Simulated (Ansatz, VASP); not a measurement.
One calculation of CoO, two programs

```xyz
2
Lattice="0.0000 2.1315 2.1315 2.0889 0.0000 2.1315 2.0889 2.1315 0.0000" Properties=species:S:1:pos:R:3 pbc="T T T"
Co    0.0000    0.0000    0.0000
O     2.0889    2.1315    2.1315
```

Change from the starting cell: strain -0.0200 x Voigt [1, 0, 0, 0, 0, 0], atoms carried along.

Alike in both runs: task single point; functional PBE; k mesh 20 × 20 × 20; occupations gaussian, width 0.15 eV; collinear spin.

|  | VASP | Ansatz |
| --- | --- | --- |
| version | VASP 6.6.1 | Ansatz 0.2.0 |
| potentials or method | VASP PAW PBE potentials, release 64 (Co, O), cutoff 520 eV | scalar-relativistic, plane waves, PAW |
| valence electrons in the cell | 15 | 23 |

|  | VASP | Ansatz | Ansatz less VASP |
| --- | --- | --- | --- |
| gap on the k mesh at the Fermi level (eV) | none | none | - |
| pressure (GPa) | 1.1 | 1.6 | +0.58 |
| traceless stress, the component that is largest in VASP (GPa) | 0.31 | 0.29 | -0.017 |
| net moment per atom (μB) | 1.41 | 1.43 | +0.020 |
| size of the moment on the site where the two differ most (μB) | 2.50 | 2.43 | -0.068 |

Site moments also hang on the region over which each program counts them. A gap of «none» marks a metal or a gap that the smearing closes. VASP's potentials hold 15 valence electrons a cell and Ansatz's 23, so a difference there can come from the potentials and not from the codes.
